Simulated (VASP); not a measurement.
Write the native input for VASP 6.6.1 that does the following.

- Task: single point
- Functional: PBE
- Potentials or basis: VASP PAW PBE potentials, release 64 (Al)
- Cutoff: 520 eV
- k mesh: 3 × 3 × 3
- Occupations: gaussian, width 0.05 eV
- Spin: no spin polarisation
- Dipole correction: no
- Further INCAR settings: LREAL = Auto; ALGO = Normal; EDIFF = 1e-07; NBANDS = 68

The structure of Al (a cell with a defect) lies in POSCAR:

```
Al
1.0
    8.1000000000      0.0000000000      0.0000000000
    0.0000000000      8.1000000000      0.0000000000
    0.0000000000      0.0000000000      8.1000000000
Al
31
Direct
    0.5000000000      0.0000000000      0.0000000000
    0.7476223457      0.2523776543      0.0000000000
    0.7513029630      0.0000000000      0.2513029630
    0.0000000000      0.0000000000      0.0000000000
    0.2523776543      0.2523776543      0.0000000000
    0.7476223457      0.7476223457      0.0000000000
    0.2486970370      0.0000000000      0.2513029630
    0.5000000000      0.2523776543      0.2476223457
    0.7476223457      0.5000000000      0.2476223457
    0.5000000000      0.0000000000      0.5000000000
    0.7513029630      0.2486970370      0.5000000000
    0.7513029630      0.0000000000      0.7486970370
    0.0000000000      0.5000000000      0.0000000000
    0.2523776543      0.7476223457      0.0000000000
    0.0000000000      0.2486970370      0.2513029630
    0.2523776543      0.5000000000      0.2476223457
    0.5000000000      0.7476223457      0.2476223457
    0.0000000000      0.0000000000      0.5000000000
    0.2486970370      0.2486970370      0.5000000000
    0.5000000000      0.5000000000      0.5000000000
    0.7513029630      0.7513029630      0.5000000000
    0.2486970370      0.0000000000      0.7486970370
    0.5000000000      0.2523776543      0.7523776543
    0.7476223457      0.5000000000      0.7523776543
    0.0000000000      0.7513029630      0.2513029630
    0.0000000000      0.5000000000      0.5000000000
    0.2486970370      0.7513029630      0.5000000000
    0.0000000000      0.2486970370      0.7486970370
    0.2523776543      0.5000000000      0.7523776543
    0.5000000000      0.7476223457      0.7523776543
    0.0000000000      0.7513029630      0.7486970370
```

One way to write it, as run:

INCAR

```
ALGO = Normal
EDIFF = 1E-7
ENCUT = 520
GGA = PE
ISIF = 2
ISMEAR = 0
LASPH = True
LCHARG = False
LREAL = Auto
LWAVE = False
NBANDS = 68
NELM = 80
PREC = Accurate
SIGMA = 0.05
```

KPOINTS

```
k-points
0
Gamma
  3 3 3
```

Potentials or basis: VASP PAW PBE potentials, release 64 (Al).

The run is started by

```bash
$ cat potpaw_PBE.64/Al/POTCAR > POTCAR
$ mpirun -np 1 vasp_std > vasp.out
```

Results of the run:

```json
{
 "Pressure": "-1.1 GPa",
 "Largest force": "0.033 eV/Å"
}
```

Wall time 9.9 min on 1 thread of AMD EPYC 7R13, with other jobs on the host, peak memory 0.45 GiB.
